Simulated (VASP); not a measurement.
Here is a VASP 6.6.1 calculation.

INCAR

```
SYSTEM = BeTe
  ALGO = Normal
  EDIFF = 1E-6
  ENCUT = 520
  GGA = PE
  ISIF = 2
  ISMEAR = 0
  LASPH = .TRUE.
  LCHARG = .TRUE.
  LELF = .TRUE.
  LREAL = .FALSE.
  LVHAR = .TRUE.
  LWAVE = .FALSE.
  NBANDS = 11
  NELM = 80
  PREC = Accurate
  SIGMA = 0.01
```

KPOINTS

```
k-points
0
G
  8 8 8
  0 0 0
```

Contents of POSCAR:

```
BeTe
1.0
    0.0000000000      2.6263422107      2.6263422107
    2.6263422107      0.0000000000      2.6263422107
    2.6263422107      2.6263422107      0.0000000000
Be Te
1 1
Direct
    0.0000000000      0.0000000000      0.0000000000
    0.2500000000      0.2500000000      0.2500000000
```

Potentials or basis: VASP PAW PBE potentials, release 64 (Be, Te).

Run with:

```bash
$ cat potpaw_PBE.64/Be/POTCAR potpaw_PBE.64/Te/POTCAR > POTCAR
$ mpirun -np 1 vasp_std > vasp.out
```

Estimate the band gap on the k mesh.

1.37 eV, indirect (least direct gap 3.36 eV).

Predict the pressure.

20.3 GPa.

Caveat: spin-orbit coupling is left out, which moves the levels of the heavy elements. As with any semilocal functional, this PBE gap is likely too small.
